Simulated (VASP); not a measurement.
# TaN (I4/mmm) in VASP: notebook, part 2 of 2

VASP 6.6.1. The steps go on from the part before.

### Step 3. Single point, PBEsol (strain +0.025 along x and y, +0.050 along z)

INCAR reads:

```
SYSTEM = TaN
  ALGO = Normal
  EDIFF = 1E-7
  ENCUT = 520
  GGA = PS
  ISIF = 2
  ISMEAR = 0
  LASPH = .TRUE.
  LCHARG = .FALSE.
  LREAL = .FALSE.
  LWAVE = .FALSE.
  NBANDS = 15
  NELM = 60
  PREC = Accurate
  SIGMA = 0.15
```

KPOINTS reads:

```
k-points
0
G
  18 18 18
  0 0 0
```

POSCAR reads:

```
TaN
1.0
    0.0000000000      2.2334750000      2.2879500000
    2.2334750000      0.0000000000      2.2879500000
    2.2334750000      2.2334750000      0.0000000000
Ta N
1 1
Direct
    0.5000000000      0.5000000000      0.5000000000
    0.0000000000      0.0000000000      0.0000000000
```

Potentials or basis: VASP PAW PBE potentials, release 64 (Ta_pv, N).

On the command line:

```sh
$ cat potpaw_PBE.64/Ta_pv/POTCAR potpaw_PBE.64/N/POTCAR > POTCAR
$ mpirun -np 1 vasp_std > vasp.out
```

OUTCAR:

```text
SYSTEM = TaN
   EDIFF = 1E-7
   ENCUT = 520
   GGA = PS
   ISIF = 2
   ISMEAR = 0
   LASPH = .TRUE.
   LREAL = .FALSE.
   NELM = 60
   PREC = Accurate

 ion  position               nearest neighbor table
   1  0.500  0.500  0.500-   2 2.23   2 2.23   2 2.23   2 2.23   2 2.29   2 2.29
   2  0.000  0.000  0.000-   1 2.23   1 2.23   1 2.23   1 2.23   1 2.29   1 2.29

  LATTYP: Found a body centered tetragonal cell.
 ALAT       =     3.1586106362
 C/A-ratio  =     1.4487065761

  Lattice vectors:

 A1 = (  -2.2334750000,   0.0000000000,   2.2879500000)
 A2 = (   2.2334750000,   0.0000000000,   2.2879500000)
 A3 = (   0.0000000000,   2.2334750000,  -2.2879500000)

Analysis of symmetry for initial positions (statically):
=====================================================================
 Subroutine PRICEL returns:
 Original cell was already a primitive cell.

 Routine SETGRP: Setting up the symmetry group for a
 body centered tetragonal supercell.

 Subroutine GETGRP returns: Found 16 space group operations
 (whereof 16 operations were pure point group operations)
 out of a pool of 16 trial point group operations.

The static configuration has the point symmetry D_4h.

Analysis of symmetry for dynamics (positions and initial velocities):
=====================================================================
 Subroutine PRICEL returns:
 Original cell was already a primitive cell.

 Routine SETGRP: Setting up the symmetry group for a
 body centered tetragonal supercell.

 Subroutine GETGRP returns: Found 16 space group operations
 (whereof 16 operations were pure point group operations)
 out of a pool of 16 trial point group operations.

The dynamic configuration has the point symmetry D_4h.

 Subroutine INISYM returns: Found 16 space group operations
 (whereof 16 operations are pure point group operations),
 and found     1 'primitive' translations

----------------------------------------------------------------------------------------

                                     Primitive cell
[... 116 lines left out ...]
   GGA     = PS    functional components
   LHFCALC =     F    Hartree Fock is set to
   AEXX    =    0.0000 exact exchange contribution
   IVDW    =     0    specifies the selected vdW correction
   LEPSILON=     F    determine dielectric tensor
   LRPA    =     F    only Hartree local field effects (RPA)
 non-spin polarized calculation
 Gauss-broadening in eV      SIGMA  =   0.15
  energy-cutoff  :      520.00
  volume of cell :       22.83
 maximum number of plane-waves:       636
   NGX = 11   NGY = 11   NGZ = 11

 number of electron      16.0000000 magnetization

 Free energy of the ion-electron system (eV)
  ---------------------------------------------------
  ext. energy  EPLUGINS =         0.00000000
  ---------------------------------------------------
  free energy    TOTEN  =       -23.05682992 eV

  energy without entropy =      -23.04623603  energy(sigma->0) =      -23.05153297

 E-fermi :   8.5851     XC(G=0): -13.2016

 val. band max:        8.5800912109   @ k =   0.2222   0.1667   0.0556
 cond. band min:       8.5882790116   @ k =  -0.2778   0.3889   0.1667
 fundamental gap:      0.0081878007
 Fermi energy:         8.5851223642

 k-point     1 :       0.0000    0.0000    0.0000
  band No.  band energies     occupation
      1     -27.2624      2.00000
      2     -27.2441      2.00000
      3     -27.2441      2.00000
      4      -9.6387      2.00000
      5       4.9465      2.00000
      6       5.0205      2.00000
      7       5.0205      2.00000
      8       6.4710      2.00000
      9       6.7432      2.00000
     10       6.7432      2.00000
     11       8.3056      1.99159
     12       8.7511      0.11763
     13       9.6934      0.00000
     14      17.9388      0.00000
[... 401 lines left out ...]
      2     -27.3161      2.00000
      3     -27.2613      2.00000
      4      -8.4830      2.00000
      5       1.3568      2.00000
      6       2.6056      2.00000
      7       2.9059      2.00000
      8       7.7325      2.00000
      9       7.9174      2.00000
     10       8.6595      0.48290
     11      10.6589      0.00000
     12      12.7841      0.00000
     13      12.9509      0.00000
     14      20.5116      0.00000
     15      20.8060      0.00000

 [... further k-points ...]
[... 5 lines left out ...]
  --------------------------------------------------------------------------------------
  -------------------------------------------------------------------------------------
  Total       -3.0562934     -3.0562934     -4.2727535      0.0000000      0.0000000      0.0000000
  in kB     -214.5195694   -214.5195694   -299.9022360      0.0000000      0.0000000      0.0000000
  external PRESSURE =    -242.9804583 kB  Pullay stress =       0.0000000 kB

 VOLUME and BASIS-vectors are now :
 -----------------------------------------------------------------------------
  energy-cutoff  :      520.00
  volume of cell :       22.83
      direct lattice vectors                 reciprocal lattice vectors
     0.000000000  2.233475000  2.287950000    -0.223866397  0.223866397  0.218536244
     2.233475000  0.000000000  2.287950000     0.223866397 -0.223866397  0.218536244
     2.233475000  2.233475000  0.000000000     0.223866397  0.223866397 -0.218536244

 POSITION                                       TOTAL-FORCE (eV/Angst)
 -----------------------------------------------------------------------------------
      2.23347      2.23347      2.28795         0.000000     -0.000000      0.000000
      0.00000      0.00000      0.00000        -0.000000      0.000000      0.000000
 -----------------------------------------------------------------------------------
    total drift:                                0.000000     -0.000000     -0.000000

  FREE ENERGIE OF THE ION-ELECTRON SYSTEM (eV)
  ---------------------------------------------------
  free  energy   TOTEN  =       -23.0568299153 eV

  energy  without entropy=      -23.0462360266  energy(sigma->0) =      -23.05153297
```

OSZICAR:

```text
N       E                     dE             d eps       ncg     rms          rms(c)
DAV:   1     0.880623070333E+02    0.88062E+02   -0.86860E+03 14416   0.111E+03
DAV:   2    -0.230106030641E+02   -0.11107E+03   -0.10453E+03 17970   0.299E+02
DAV:   3    -0.258519155903E+02   -0.28413E+01   -0.28204E+01 16206   0.444E+01
DAV:   4    -0.258643028144E+02   -0.12387E-01   -0.12381E-01 18749   0.311E+00
DAV:   5    -0.258643876121E+02   -0.84798E-04   -0.84794E-04 16424   0.233E-01    0.211E+01
DAV:   6    -0.232125982868E+02    0.26518E+01   -0.52031E+00 17487   0.248E+01    0.871E+00
DAV:   7    -0.231006402991E+02    0.11196E+00   -0.47913E-01 16360   0.590E+00    0.606E+00
DAV:   8    -0.230625713849E+02    0.38069E-01   -0.18173E-01 16815   0.358E+00    0.131E+00
DAV:   9    -0.230570179502E+02    0.55534E-02   -0.17796E-02 16724   0.108E+00    0.342E-01
DAV:  10    -0.230568546524E+02    0.16330E-03   -0.97914E-04 17816   0.316E-01    0.643E-02
DAV:  11    -0.230568296873E+02    0.24965E-04   -0.43149E-05 16787   0.769E-02    0.133E-02
DAV:  12    -0.230568300312E+02   -0.34384E-06   -0.23365E-06 17431   0.145E-02    0.446E-03
DAV:  13    -0.230568299295E+02    0.10164E-06   -0.10387E-07 12349   0.314E-03    0.478E-04
DAV:  14    -0.230568299153E+02    0.14232E-07   -0.81611E-09  9706   0.982E-04
   1 F= -.23056830E+02 E0= -.23051533E+02  d E =-.105939E-01
```

stdout:

```text
POSCAR found type information on POSCAR TaN
 POSCAR found :  2 types and       2 ions
 scaLAPACK will be used
 -----------------------------------------------------------------------------
|                                                                             |
|                                                                             |
|     You enforced a specific xc type in the INCAR file but a different       |
|     I HOPE YOU KNOW WHAT YOU ARE DOING!                                     |
|                                                                             |
 -----------------------------------------------------------------------------

 LDA part: xc-table for (Slater+PW92), standard interpolation
 POSCAR, INCAR and KPOINTS ok, starting setup
 FFT: planning ... GRIDC
 FFT: planning ... GRID_SOFT
 FFT: planning ... GRID
 WAVECAR not read
 entering main loop
```

Wall time 69 s (1 thread of AMD EPYC 9R45 (Zen 5), shared host); peak memory 0.25 GiB.

Results:

- Free energy: -23.0568 eV
- Pressure: -24.3 GPa
- Band gap on the k mesh: zero (band 8 reaches 10.21 eV, above the bottom of band 9 at 6.74 eV)

Stress tensor (GPa, compression positive):
```
-21.45   0.00   0.00
  0.00 -21.45   0.00
  0.00   0.00 -29.99
```

Caveat: the cell differs from its parent crystal (strain +0.025 along x and y, +0.050 along z); the PAW data sets were made with another functional, which shifts forces and pressure a little; spin-orbit coupling is left out, which moves the levels of the heavy elements.

### Step 4. Single point, PBEsol (strain +0.050 along x and y, +0.025 along z)

INCAR reads:

```
SYSTEM = TaN
ALGO     = Normal         ! electronic algorithm
EDIFF    = 1E-7           ! SCF threshold, eV
ENCUT    = 520            ! plane-wave cutoff, eV
GGA      = PS             ! functional
ISIF     = 2              ! what is computed and relaxed
ISMEAR   = 0              ! smearing method
LASPH    = .TRUE.         ! aspherical terms in the spheres
LCHARG   = .FALSE.        ! write CHGCAR
LREAL    = .FALSE.        ! projectors in reciprocal space
LWAVE    = .FALSE.        ! write WAVECAR
NBANDS   = 15             ! bands
NELM     = 60             ! most SCF steps
PREC     = Accurate       ! precision mode
SIGMA    = 0.15           ! smearing width, eV
```

KPOINTS is that of step 3.

POSCAR reads:

```
TaN
1.0
    0.0000000000      2.2879500000      2.2334750000
    2.2879500000      0.0000000000      2.2334750000
    2.2879500000      2.2879500000      0.0000000000
Ta N
1 1
Direct
    0.5000000000      0.5000000000      0.5000000000
    0.0000000000      0.0000000000      0.0000000000
```

On the command line:

```sh
$ cat potpaw_PBE.64/Ta_pv/POTCAR potpaw_PBE.64/N/POTCAR > POTCAR
$ mpirun -np 1 vasp_std > vasp.out
```

It took 64 s on 1 thread of AMD EPYC 9R45 (Zen 5), shared host; peak memory 0.25 GiB.

The run converged. Its results:

- Free energy: -22.9620 eV
- Pressure: -29.8 GPa
- Band gap on the k mesh: zero (band 8 reaches 9.85 eV, above the bottom of band 9 at 6.37 eV)

Stress tensor (GPa, compression positive):
```
-32.70   0.00   0.00
  0.00 -32.70   0.00
  0.00   0.00 -24.06
```

Levels at points of the mesh, in eV from the Fermi level:
```csv
k point,band 6,band 7,band 8,band 9,band 10,band 11
"(0.00, 0.00, 0.00)",-3.54,-3.47,-1.95,-1.95,-1.70,-0.14
"(0.50, 0.00, 0.00)",-6.91,-6.91,1.53,1.72,1.76,3.51
"(0.50, 0.50, 0.00)",-4.89,-4.44,-4.44,1.82,3.06,3.06
"(0.50, 0.00, 0.50)",-4.85,-4.35,-4.31,1.75,2.92,3.18
```

Caveat: the cell differs from its parent crystal (strain +0.050 along x and y, +0.025 along z); the PAW data sets were made with another functional, which shifts forces and pressure a little; spin-orbit coupling is left out, which moves the levels of the heavy elements.

### Step 5. Single point, PBEsol (strain -0.050 along x and y, -0.025 along z)

INCAR reads:

```
SYSTEM = TaN
PREC = Accurate
ENCUT = 520
EDIFF = 1E-6
ISMEAR = 0
SIGMA = 0.15
LREAL = .FALSE.
LASPH = .TRUE.
NELM = 100
ALGO = Normal
ISIF = 2
LWAVE = .FALSE.
LCHARG = .FALSE.
GGA = PS
NBANDS = 15
```

KPOINTS reads:

```
regular mesh
0
G
  18 18 18
  0 0 0
```

POSCAR reads:

```
TaN
1.0
    0.0000000000      2.0700500000      2.1245250000
    2.0700500000      0.0000000000      2.1245250000
    2.0700500000      2.0700500000      0.0000000000
Ta N
1 1
Direct
    0.5000000000      0.5000000000      0.5000000000
    0.0000000000      0.0000000000      0.0000000000
```

On the command line:

```sh
$ cat potpaw_PBE.64/Ta_pv/POTCAR potpaw_PBE.64/N/POTCAR > POTCAR
$ mpirun -np 1 vasp_std > vasp.out
```

Wall time 82 s (1 thread of AMD EPYC 9R45 (Zen 5), shared host); peak memory 0.23 GiB.

The run converged. Its results:

| Property | Result |
| --- | --- |
| Free energy | -22.6473 eV |
| Pressure | 70.9 GPa |
| Band gap on the k mesh | zero (band 8 reaches 13.54 eV, above the bottom of band 9 at 8.73 eV) |

Stress tensor (GPa, compression positive):
```
81.06  0.00  0.00
 0.00 81.06  0.00
 0.00  0.00 50.57
```

Levels at points of the mesh, in eV from the Fermi level:
```
           k point  band 6  band 7  band 8  band 9  band 10  band 11
(0.00, 0.00, 0.00)   -4.18   -4.18   -2.87   -2.49    -2.49    -0.28
(0.50, 0.00, 0.00)   -8.82   -8.79    2.31    2.46     2.63     4.33
(0.50, 0.50, 0.00)   -6.64   -4.83   -4.83    2.62     4.51     4.51
(0.50, 0.00, 0.50)   -6.69   -5.09   -4.87    2.59     4.29     4.74
```

Caveat: the cell differs from its parent crystal (strain -0.050 along x and y, -0.025 along z); the PAW data sets were made with another functional, which shifts forces and pressure a little; spin-orbit coupling is left out, which moves the levels of the heavy elements.

### Step 6. Overview

| cell | gap on the mesh (eV) | pressure (GPa) |
| --- | --- | --- |
| a = 3.120, b = 3.120, c = 3.159 Å, angles 59.6, 59.6, 60.8°, 2 atoms | none | -10.9 |
| a = 3.197, b = 3.197, c = 3.159 Å, angles 60.4, 60.4, 59.2°, 2 atoms | none | -24.3 |
| a = 3.197, b = 3.197, c = 3.236 Å, angles 59.6, 59.6, 60.8°, 2 atoms | none | -29.8 |
| a = 2.966, b = 2.966, c = 2.927 Å, angles 60.4, 60.4, 59.1°, 2 atoms | none | 70.9 |

Alike in all rows: task single point; level PBEsol; potentials or basis VASP PAW PBE potentials, release 64 (Ta_pv, N); no spin polarisation; k mesh 18 × 18 × 18; cutoff (eV) 520; smearing gaussian 0.15 eV.

Caveats: the PAW data sets were made with another functional, which shifts forces and pressure a little; spin-orbit coupling is left out, which moves the levels of the heavy elements.

Total energies depend on the potentials used, so only differences within one code and one set of settings carry meaning.
